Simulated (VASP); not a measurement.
# Si8NO14 (a cell with a defect) in VASP: a series of runs

Runs on Si8NO14 (a cell with a defect). Level: LDA. Tasks: single point.

Everything below comes from runs of VASP 6.6.1. Logs are shortened: lines on timing, memory, paths and dates and some standing lists are left out, and cuts for length are marked.

**1. The cell of the first run**

The cell holds a defect, 23 atoms: a = 5.896 Å, b = 5.896 Å, c = 5.330 Å, α = 90.00°, β = 90.00°, γ = 90.00°.

**2. Single point, LDA, collinear spin, zero start**

INCAR

```
PREC = Accurate
ENCUT = 520
EDIFF = 1E-6
ISMEAR = 0
SIGMA = 0.05
LREAL = Auto
LASPH = True
NELM = 150
ALGO = Normal
ISIF = 2
LWAVE = False
LCHARG = True
ISPIN = 2
MAGMOM = 0 0 0 0 0 0 0 0 0 0 0 0 0 0 0 0 0 0 0 0 0 0 0
LORBIT = 11
LELF = True
LVHAR = True
NBANDS = 82
```

KPOINTS

```
regular mesh
0
Gamma
  2 2 2
```

POSCAR

```
Si8NO14
1.0
   -4.1693000000     -4.1693000000      0.0000000000
    4.1693000000     -4.1693000000      0.0000000000
    0.0000000000      0.0000000000      5.3304000000
Si O N
8 14 1
Direct
    0.5003252345      0.4966584319      0.0023617365
    0.0000011992      0.4946137241      0.2507672970
    0.5003295517      0.4967666035      0.4991525964
    0.0008618953      0.5581096347      0.7507629821
   -0.0066685055     -0.0004768187      0.0321368002
    0.4997513971     -0.0023566306      0.2507485367
   -0.0066325282     -0.0011397597      0.4694092376
    0.4946178015     -0.0010378241      0.7507806168
    0.1929645264      0.4950490490      0.0018066186
   -0.0009314513      0.1983638740      0.2510693381
    0.8078408846      0.4939920370      0.0005907624
   -0.0019583623      0.7964715900      0.2505190980
    0.1930079390      0.4952332526      0.4997169068
    0.8077920754      0.4941861943      0.5009314498
    0.6909956108     -0.0013321181      0.0115677998
    0.5019987768      0.6885320078      0.2506684301
    0.3102402082     -0.0018659008      0.0146127870
    0.5012589643      0.3062981796      0.2508036920
    0.6910181565     -0.0015714868      0.4899684827
    0.4999252872      0.6916826566      0.7508147606
    0.3101082916     -0.0021057492      0.4870028516
    0.4993706378      0.3033137457      0.7506988219
    0.0083611158      0.9913215648      0.7507834309
```

Potentials or basis: VASP PAW LDA potentials, release 64 (Si, O, N).

On the command line:

```bash
$ cat potpaw_LDA.64/Si/POTCAR potpaw_LDA.64/O/POTCAR potpaw_LDA.64/N/POTCAR > POTCAR
$ mpirun -np 1 vasp_std > vasp.out
```

OUTCAR:

```text
PREC = Accurate
   ENCUT = 520
   EDIFF = 1E-6
   ISMEAR = 0
   LREAL = Auto
   LASPH = True
   NELM = 150
   ISIF = 2
   ISPIN = 2
   LORBIT = 11

 ion  position               nearest neighbor table
   1  0.500  0.497  0.002-  18 1.74  16 1.74  22 1.76  20 1.77   9 1.81  11 1.81   3 2.65   3 2.68

   2  0.000  0.495  0.251-  10 1.75   9 1.75  13 1.75  11 1.75  14 1.75  12 1.78   4 2.69   4 2.69
                             5 3.14   7 3.15
   3  0.500  0.497  0.499-  18 1.74  16 1.74  22 1.76  20 1.77  13 1.81  14 1.81   1 2.65   1 2.68
[... 11 lines left out ...]
   9  0.193  0.495  0.002-   2 1.75   4 1.79   1 1.81
  10  0.999  0.198  0.251-   5 1.65   7 1.66   2 1.75
  11  0.808  0.494  0.001-   2 1.75   4 1.79   1 1.81
  12  0.998  0.796  0.251-   7 1.67   5 1.67   2 1.78
  13  0.193  0.495  0.500-   2 1.75   4 1.79   3 1.81
  14  0.808  0.494  0.501-   2 1.75   4 1.79   3 1.81
  15  0.691  0.999  0.012-   6 1.70   5 1.79   8 1.81
  16  0.502  0.689  0.251-   1 1.74   3 1.74   6 1.82
  17  0.310  0.998  0.015-   6 1.68   8 1.78   5 1.87
  18  0.501  0.306  0.251-   1 1.74   3 1.74   6 1.82
  19  0.691  0.998  0.490-   6 1.70   7 1.79   8 1.81
  20  0.500  0.692  0.751-   1 1.77   3 1.77   8 1.81
  21  0.310  0.998  0.487-   6 1.68   8 1.78   7 1.87
  22  0.499  0.303  0.751-   3 1.76   1 1.76   8 1.79
  23  0.008  0.991  0.751-   7 1.50   5 1.50

  LATTYP: Found a simple tetragonal cell.
 ALAT       =     5.8962806056
 C/A-ratio  =     0.9040275313

  Lattice vectors:

 A1 = (  -4.1693000000,  -4.1693000000,   0.0000000000)
 A2 = (   4.1693000000,  -4.1693000000,   0.0000000000)
 A3 = (   0.0000000000,   0.0000000000,   5.3304000000)

Analysis of symmetry for initial positions (statically):
=====================================================================
 Subroutine PRICEL returns:
 Original cell was already a primitive cell.

 Routine SETGRP: Setting up the symmetry group for a
 simple tetragonal supercell.

 Subroutine GETGRP returns: Found  1 space group operations
 (whereof  1 operations were pure point group operations)
 out of a pool of 16 trial point group operations.

The static configuration has the point symmetry C_1 .

Analysis of symmetry for dynamics (positions and initial velocities):
=====================================================================
 Subroutine PRICEL returns:
 Original cell was already a primitive cell.

 Routine SETGRP: Setting up the symmetry group for a
 simple tetragonal supercell.

 Subroutine GETGRP returns: Found  1 space group operations
 (whereof  1 operations were pure point group operations)
 out of a pool of 16 trial point group operations.

The dynamic configuration has the point symmetry C_1 .

Analysis of structural, dynamic, and magnetic symmetry:
=====================================================================
 Subroutine PRICEL returns:
 Original cell was already a primitive cell.

 Routine SETGRP: Setting up the symmetry group for a
 simple tetragonal supercell.

 Subroutine GETGRP returns: Found  1 space group operations
 (whereof  1 operations were pure point group operations)
 out of a pool of 16 trial point group operations.

The overall configuration has the point symmetry C_1 .

 Subroutine INISYM returns: Found  1 space group operations
 (whereof  1 operations are pure point group operations),
 and found     1 'primitive' translations

----------------------------------------------------------------------------------------

                                     Primitive cell

  volume of cell :     185.3174

  direct lattice vectors                    reciprocal lattice vectors
    -4.169300000 -4.169300000  0.000000000    -0.119924208 -0.119924208  0.000000000
     4.169300000 -4.169300000  0.000000000     0.119924208 -0.119924208  0.000000000
     0.000000000  0.000000000  5.330400000     0.000000000  0.000000000  0.187603182

  length of vectors
     5.896280606  5.896280606  5.330400000     0.169598441  0.169598441  0.187603182

  position of ions in fractional coordinates (direct lattice)
     0.500325234  0.496658432  0.002361736
[... 87 lines left out ...]
   total plane-waves  NPLWV =  92160
   dimension x,y,z NGX =    48 NGY =   48 NGZ =   40
   dimension x,y,z NGXF=    96 NGYF=   96 NGZF=   80
   ions per type =               8  14   1
   NGX,Y,Z   is equivalent  to a cutoff of  13.53, 13.53, 12.48 a.u.
   NGXF,Y,Z  is equivalent  to a cutoff of  27.07, 27.07, 24.95 a.u.
 SYSTEM =  unknown system
   PREC   = accura    normal or accurate (medium, high low for compatibility)
   ISTART =      0    job   : 0-new  1-cont  2-samecut
   ICHARG =      2    charge: 1-file 2-atom 10-const
   ISPIN  =      2    spin polarized calculation?
   LNONCOLLINEAR =      F non collinear calculations
   LSORBIT =      F    spin-orbit coupling
   LASPH  =      T    aspherical Exc in radial PAW
   ENCUT  =  520.0 eV  38.22 Ry    6.18 a.u.  10.96 10.96  9.91*2*pi/ulx,y,z
   NELM   =    150;   NELMIN=  2; NELMDL= -5     # of ELM steps
   EDIFF  = 0.1E-05   stopping-criterion for ELM
   LREAL  =      T    real-space projection
   EDIFFG = 0.1E-04   stopping-criterion for IOM
   NSW    =      0    number of steps for IOM
   IBRION =     -1    ionic relax: 0-MD 1-quasi-New 2-CG
   NFREE  =      0    steps in history (QN), initial steepest desc. (CG)
   ISIF   =      2    stress and relaxation
   ISYM   =      2    0-nonsym 1-usesym 2-fastsym
   POTIM  = 0.5000    time-step for ionic-motion
   TEBEG  =    0.0;   TEEND  =   0.0 temperature during run
   PSTRESS=    0.0 pullay stress
   NELECT =     121.0000    total number of electrons
   NUPDOWN=      -1.0000    fix difference up-down
   EMIN   =  10.00;   EMAX   =-10.00  energy-range for DOS
   EFERMI =   0.00;   METHOD = LEGACY
   ISMEAR =     0;   SIGMA  =   0.05  broadening in eV -4-tet -1-fermi 0-gaus
   EFERMI_NEDOS =   21; number of points for ismear=-14 and -15
   IALGO  =     38    algorithm
   IMIX   =      4    mixing-type and parameters
     AMIX     =   0.40;   BMIX     =  1.00
     AMIX_MAG =   1.60;   BMIX_MAG =  1.00
  volume/ion in A,a.u.               =       8.06        54.37
  Fermi-wavevector in a.u.,A,eV,Ry     =   1.420249  2.683882 27.444422  2.017108
  Thomas-Fermi vector in A             =   2.541184
   LORBIT       =     11    0 simple, 1 ext, 2 COOP (PROOUT), +10 PAW based schemes
   GGA     = CA    functional components
   LHFCALC =     F    Hartree Fock is set to
   AEXX    =    0.0000 exact exchange contribution
   IVDW    =     0    specifies the selected vdW correction
   LEPSILON=     F    determine dielectric tensor
   LRPA    =     F    only Hartree local field effects (RPA)
 spin polarized calculation
 Gauss-broadening in eV      SIGMA  =   0.05
  energy-cutoff  :      520.00
  volume of cell :      185.32
 maximum number of plane-waves:      5000
 NGX is ok and might be reduce to    48
   NGX = 21   NGY = 21   NGZ = 19

 number of electron     121.0000000 magnetization       0.0000000

 number of electron     120.9999964 magnetization      -0.2832713

 Free energy of the ion-electron system (eV)
  ---------------------------------------------------
  ext. energy  EPLUGINS =         0.00000000
  ---------------------------------------------------
  free energy    TOTEN  =      -190.89298871 eV

  energy without entropy =     -190.88994984  energy(sigma->0) =     -190.89146928

 E-fermi :  11.4104     XC(G=0): -12.4942

 val. band max:       11.3783574764   @ k =   0.0000   0.5000   0.0000
 cond. band min:      11.4361539368   @ k =   0.0000   0.0000   0.5000
 fundamental gap:      0.0577964604
 Fermi energy:        11.4103540240

 spin component 1

 k-point     1 :       0.0000    0.0000    0.0000
  band No.  band energies     occupation
      1     -14.9220      1.00000
      2     -13.5500      1.00000
      3     -12.8066      1.00000
      4     -12.4786      1.00000
      5     -11.9053      1.00000
      6     -11.6978      1.00000
[... 589 lines left out ...]
     71      17.1516      0.00000
     72      17.5439      0.00000
 Fermi energy:        11.4103540240

 spin component 2

 k-point     1 :       0.0000    0.0000    0.0000
  band No.  band energies     occupation
      1     -14.9283      1.00000
      2     -13.5542      1.00000
      3     -12.8183      1.00000
      4     -12.4806      1.00000
      5     -11.9270      1.00000
      6     -11.6992      1.00000
[... 589 lines left out ...]
     71      17.1488      0.00000
     72      17.5343      0.00000
 [bands above 72 left out]

------------------------ aborting loop because EDIFF is reached ----------------------------------------

  FORCE on cell =-STRESS in cart. coord.  units (eV):
  Direction    XX          YY          ZZ          XY          YZ          ZX
  --------------------------------------------------------------------------------------
  -------------------------------------------------------------------------------------
  Total       10.7191793     10.6874498     34.7608348     -0.1028355     -0.0323056      0.0263272
  in kB       92.6735996     92.3992791    300.5278280     -0.8890732     -0.2793009      0.2276141
  external PRESSURE =     161.8669022 kB  Pullay stress =       0.0000000 kB

 VOLUME and BASIS-vectors are now :
 -----------------------------------------------------------------------------
  energy-cutoff  :      520.00
  volume of cell :      185.32
      direct lattice vectors                 reciprocal lattice vectors
    -4.169300000 -4.169300000  0.000000000    -0.119924208 -0.119924208  0.000000000
     4.169300000 -4.169300000  0.000000000     0.119924208 -0.119924208  0.000000000
     0.000000000  0.000000000  5.330400000     0.000000000  0.000000000  0.187603182

 POSITION                                       TOTAL-FORCE (eV/Angst)
 -----------------------------------------------------------------------------------
     -0.01529     -4.15672      0.01259         0.007648     -0.002834     -0.031194
      2.06219     -2.06220      1.33669        -0.012298      0.002076      0.000524
     -0.01485     -4.15719      2.66068         0.004813     -0.001171      0.029582
      2.32333     -2.33052      4.00187         0.019112     -0.024988      0.000977
      0.02581     -8.30881      0.17130        -0.033287     -0.032655     -0.134661
      2.07586     -6.24309      1.33659        -0.006803     -0.004576      0.014760
[... 15 lines left out ...]
     -0.81742     -3.34663      4.00153        -0.019081      0.019999      0.003374
      4.09826     -4.16798      4.00198         0.022773      0.017998      0.012223
 -----------------------------------------------------------------------------------
    total drift:                               -0.002970     -0.009010      0.008388

  FREE ENERGIE OF THE ION-ELECTRON SYSTEM (eV)
  ---------------------------------------------------
  free  energy   TOTEN  =      -190.8929887142 eV

  energy  without entropy=     -190.8899498379  energy(sigma->0) =     -190.89146928

 total charge

# of ion       s       p       d       tot
------------------------------------------
    1        0.597   0.901   0.000   1.498
    2        0.598   0.918   0.000   1.516
    3        0.597   0.901   0.000   1.498
    4        0.751   0.765   0.000   1.516
    5        0.681   1.075   0.000   1.756
    6        0.626   0.991   0.000   1.617
[... 15 lines left out ...]
   22        1.538   3.673   0.000   5.211
   23        1.286   2.844   0.000   4.129
--------------------------------------------------
tot         28.045  61.808   0.000  89.853

 magnetization (x)

# of ion       s       p       d       tot
------------------------------------------
    1        0.000  -0.000   0.000  -0.000
    2        0.000  -0.001   0.000  -0.001
    3        0.000  -0.000   0.000  -0.000
    4       -0.052  -0.031   0.000  -0.083
    5       -0.000  -0.001   0.000  -0.001
    6        0.000   0.000   0.000   0.000
[... 15 lines left out ...]
   22        0.000   0.000   0.000   0.000
   23       -0.007  -0.022   0.000  -0.029
--------------------------------------------------
tot         -0.065  -0.111   0.000  -0.175
```

Run time: 21 min. Hardware: 1 thread of Intel Xeon 8259CL, shared host; peak memory 0.35 GiB.

Results:

```yaml
Free_energy: -190.8930 eV
Pressure: 16.2 GPa
Largest_force: 0.143 eV/Å
Net_moment: -0.28 μB per cell
Site_moments: Si -0.00, -0.08, +0.00 (each value once); O -0.01, -0.00, +0.00 (each value once); N -0.03 μB
Valence_electrons_inside_the_program's_atomic_spheres: Si 1.50, 1.52, 1.76, 1.62, 1.43 (each value once); O 5.19, 5.31, 5.29, 5.23, 5.20, 5.21 (each value once); N 4.13
```

Forces on the atoms (eV/Å):
```
Si   0.008 -0.003 -0.031
Si  -0.012  0.002  0.001
Si   0.005 -0.001  0.030
Si   0.019 -0.025  0.001
Si  -0.033 -0.033 -0.135
Si  -0.007 -0.005  0.015
Si  -0.019 -0.048  0.133
Si  -0.011 -0.002 -0.004
O   -0.035 -0.025 -0.016
O    0.043 -0.028 -0.006
O    0.023  0.034 -0.021
O   -0.047  0.042  0.003
O   -0.031 -0.020  0.017
O    0.018  0.029  0.016
O   -0.021 -0.018 -0.004
O    0.042 -0.038  0.005
O    0.055  0.053 -0.020
O   -0.043  0.043  0.004
O   -0.010 -0.009 -0.001
O    0.019 -0.017  0.002
O    0.033  0.031 -0.003
O   -0.019  0.020  0.003
N    0.023  0.018  0.012
```

Levels at points of the mesh, in eV from the Fermi level:
Spin up:
```
           k point  band 57  band 58  band 59  band 60  band 61  band 62  band 63  band 64
(0.00, 0.00, 0.00)    -5.07    -4.72    -4.08    -2.14    -0.50     2.04     2.41     2.84
(0.50, 0.00, 0.00)    -5.26    -4.77    -3.90    -2.83    -0.20     2.33     2.79     3.12
(0.00, 0.50, 0.00)    -4.92    -4.82    -4.39    -2.14    -0.03     1.30     3.10     3.48
(0.50, 0.50, 0.00)    -5.26    -5.22    -4.53    -2.63     0.14     1.49     3.57     3.96
(0.00, 0.00, 0.50)    -4.86    -4.60    -4.40    -1.89     0.24     2.23     2.72     3.60
(0.50, 0.00, 0.50)    -4.87    -4.71    -4.32    -2.54     0.14     2.42     2.67     3.67
(0.00, 0.50, 0.50)    -4.82    -4.74    -4.46    -1.88     0.46     1.91     2.14     4.23
(0.50, 0.50, 0.50)    -5.04    -4.95    -4.43    -2.52     0.40     2.05     2.08     4.71
```
Spin down:
```tsv
k point	band 58	band 59	band 60	band 61	band 62	band 63	band 64	band 65
(0.00, 0.00, 0.00)	-4.75	-4.09	-2.17	-0.68	1.99	2.37	2.81	3.64
(0.50, 0.00, 0.00)	-4.77	-3.93	-2.86	-0.39	2.26	2.79	3.09	3.74
(0.00, 0.50, 0.00)	-4.83	-4.39	-2.17	-0.25	1.27	3.10	3.43	3.48
(0.50, 0.50, 0.00)	-5.22	-4.55	-2.66	-0.07	1.45	3.56	3.89	3.94
(0.00, 0.00, 0.50)	-4.64	-4.41	-1.92	0.03	2.17	2.64	3.59	3.83
(0.50, 0.00, 0.50)	-4.71	-4.34	-2.56	-0.07	2.36	2.58	3.66	3.89
(0.00, 0.50, 0.50)	-4.76	-4.46	-1.91	0.22	1.86	2.09	4.22	4.45
(0.50, 0.50, 0.50)	-4.96	-4.47	-2.55	0.15	2.00	2.03	4.62	4.68
```

Caveat: the k points lie up to 0.59 Å⁻¹ apart.

**3. Single point, LDA, collinear spin, zero start**

INCAR

```
SYSTEM = Si8NO14
ALGO = Normal ; EDIFF = 1E-6
ENCUT = 520 ; GGA = CA
ISIF = 2 ; ISMEAR = 0
ISPIN = 2 ; LASPH = .True.
LCHARG = .False. ; LORBIT = 11
LREAL = Auto ; LWAVE = .False.
MAGMOM = 0 0 0 0 0 0 0 0 0 0 0 0 0 0 0 0 0 0 0 0 0 0 0 ; NBANDS = 82
NELM = 150 ; PREC = Accurate
SIGMA = 0.05
```

KPOINTS

```
k-points
0
Gamma
  2 2 2
  0 0 0
```

POSCAR

```
Si8NO14
1.0
   -4.1693000000     -4.1693000000      0.0000000000
    4.1693000000     -4.1693000000      0.0000000000
    0.0000000000      0.0000000000      5.3304000000
Si O N
8 14 1
Direct
    0.5004190152      0.4993922241      0.0012023488
    0.0001027750      0.4948942268      0.2503858997
    0.5004263306      0.4995005157      0.4995435615
    0.0008726885      0.5429787974      0.7502902221
   -0.0043859881     -0.0006616219      0.0227523263
    0.4998712014     -0.0033010337      0.2503690155
   -0.0043286643     -0.0015128439      0.4782466607
    0.4957911400      0.0016688653      0.7504206063
    0.1927703691      0.4999900463     -0.0003012907
   -0.0007292591      0.1980523109      0.2507230227
    0.8082178063      0.4987013408     -0.0014908825
   -0.0019323388      0.7985732617      0.2501035570
    0.1927364306      0.5001827645      0.5009717845
    0.8082522246      0.4989012544      0.5021613763
    0.6908487036     -0.0039360324      0.0092516509
    0.5020787662      0.6890988895      0.2502648957
    0.3094672967     -0.0052243782      0.0117587798
    0.5009255750      0.3072690859      0.2503883386
    0.6908984722     -0.0041767203      0.4915623593
    0.5001156069      0.6933873792      0.7504810146
    0.3094284412     -0.0054654259      0.4890293411
    0.4993380184      0.3056517881      0.7503650758
    0.0061049817      1.0866384045      0.7503588849
```

Potentials or basis: VASP PAW LDA potentials, release 64 (Si, O, N).

On the command line:

```bash
$ cat potpaw_LDA.64/Si/POTCAR potpaw_LDA.64/O/POTCAR potpaw_LDA.64/N/POTCAR > POTCAR
$ mpirun -np 1 vasp_std > vasp.out
```

Wall time 9.5 min (1 thread of Intel Xeon 8259CL, shared host); peak memory 0.34 GiB.

Results (log left out):

```yaml
Free_energy: -192.4110 eV
Pressure: 10.2 GPa
Largest_force: 4.084 eV/Å
Net_moment: 0.00 μB per cell
Valence_electrons_inside_the_program's_atomic_spheres: Si 1.50, 1.69, 1.59, 1.44 (each value once); O 5.19, 5.28, 5.26, 5.22, 5.24, 5.21 (each value once); N 4.06
```

Forces in eV/Å, atoms in the order of the input:
```
Si  -0.076  0.072 -0.051
Si  -0.130  0.139 -0.014
Si  -0.078  0.074  0.049
Si  -0.597  0.608  0.013
Si  -0.244  0.077 -0.429
Si  -0.170  0.147  0.007
Si  -0.218  0.053  0.436
Si  -0.093 -0.010 -0.004
O    0.002 -0.020 -0.074
O   -0.113  0.131 -0.010
O    0.029 -0.003 -0.070
O   -0.106  0.100  0.004
O   -0.011 -0.028  0.076
O    0.040  0.012  0.072
O   -0.252  0.204 -0.086
O   -0.083  0.104  0.011
O   -0.170  0.312 -0.106
O   -0.132  0.154  0.010
O   -0.240  0.215  0.082
O   -0.061  0.065 -0.009
O   -0.179  0.303  0.106
O   -0.091  0.093 -0.008
N    2.973 -2.800 -0.003
```

Stress tensor (GPa, compression positive):
```
 6.33  0.79  0.04
 0.79  6.17 -0.04
 0.04 -0.04 17.97
```

Levels at points of the mesh, in eV from the Fermi level:
Spin up:
```csv
k point,band 58,band 59,band 60,band 61,band 62,band 63
"(0.00, 0.00, 0.00)",-3.44,-2.88,-0.68,-0.52,3.32,3.91
"(0.50, 0.00, 0.00)",-3.57,-2.59,-1.29,-0.21,3.63,4.22
"(0.00, 0.50, 0.00)",-3.51,-3.22,-0.70,-0.17,2.77,4.14
"(0.50, 0.50, 0.00)",-3.74,-3.29,-1.12,-0.05,3.07,4.64
"(0.00, 0.00, 0.50)",-3.20,-3.19,-0.50,0.15,2.56,4.36
"(0.50, 0.00, 0.50)",-3.35,-2.97,-1.04,0.05,2.95,4.33
"(0.00, 0.50, 0.50)",-3.45,-3.28,-0.48,0.25,2.44,3.77
"(0.50, 0.50, 0.50)",-3.60,-3.03,-1.04,0.20,2.76,3.67
```
Spin down:
| k point | band 58 | band 59 | band 60 | band 61 | band 62 | band 63 |
| --- | --- | --- | --- | --- | --- | --- |
| (0.00, 0.00, 0.00) | -3.44 | -2.88 | -0.68 | -0.52 | 3.32 | 3.91 |
| (0.50, 0.00, 0.00) | -3.57 | -2.59 | -1.29 | -0.21 | 3.63 | 4.22 |
| (0.00, 0.50, 0.00) | -3.51 | -3.22 | -0.70 | -0.17 | 2.77 | 4.14 |
| (0.50, 0.50, 0.00) | -3.74 | -3.29 | -1.12 | -0.05 | 3.07 | 4.64 |
| (0.00, 0.00, 0.50) | -3.20 | -3.19 | -0.50 | 0.15 | 2.56 | 4.36 |
| (0.50, 0.00, 0.50) | -3.35 | -2.97 | -1.04 | 0.05 | 2.95 | 4.33 |
| (0.00, 0.50, 0.50) | -3.45 | -3.28 | -0.48 | 0.25 | 2.44 | 3.77 |
| (0.50, 0.50, 0.50) | -3.60 | -3.03 | -1.04 | 0.20 | 2.76 | 3.67 |

Caveat: the k points lie up to 0.59 Å⁻¹ apart; no moment was typed at the start, so none could form.
